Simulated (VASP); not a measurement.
A run of VASP 6.6.1 is set up as follows.

INCAR

```
SYSTEM = Ni
PREC = Accurate
ENCUT = 520
EDIFF = 1E-6
ISMEAR = -1
SIGMA = 0.1
LREAL = .FALSE.
LASPH = .TRUE.
NELM = 150
ALGO = Normal
ISIF = 2
LWAVE = .FALSE.
LCHARG = .FALSE.
ISPIN = 2
MAGMOM = 1 1 1 1 1
LORBIT = 11
LMAXMIX = 4
LDIPOL = .TRUE.
IDIPOL = 3
DIPOL = 0.5 0.5 0.500
NBANDS = 37
```

Contents of KPOINTS:

```
Automatic mesh
0
G
  15 15 1
  0 0 0
```

File POSCAR:

```
Ni
1.0
    2.4218354248      0.0000000000      0.0000000000
   -1.2109177124      2.0973710016      0.0000000000
    0.0000000000      0.0000000000     23.9097000000
Ni
5
Direct
    0.3333333333      0.1666666667      0.3356576588
    0.6666666667      0.8333333333      0.4173027864
    1.0000000000      0.5000000000      0.4999999839
    0.3333333333      0.1666666667      0.5826972066
    0.6666666667      0.8333333333      0.6643423639
```

Potentials or basis: VASP PAW LDA potentials, release 64 (Ni).

The run is started by

```sh
$ cat potpaw_LDA.64/Ni/POTCAR > POTCAR
$ mpirun -np 1 vasp_std > vasp.out
```

Task: What does it give for the largest force?

Result: 0.009 eV/Å.

Task: What does it give for the site moments?

Result: Ni +0.60, +0.61, +0.57 (each value once) μB.

Forces in eV/Å, atoms in the order of the input:
```
Ni   0.000  0.000 -0.002
Ni   0.000  0.000  0.009
Ni   0.000  0.000  0.000
Ni   0.000  0.000 -0.009
Ni   0.000  0.000  0.002
```
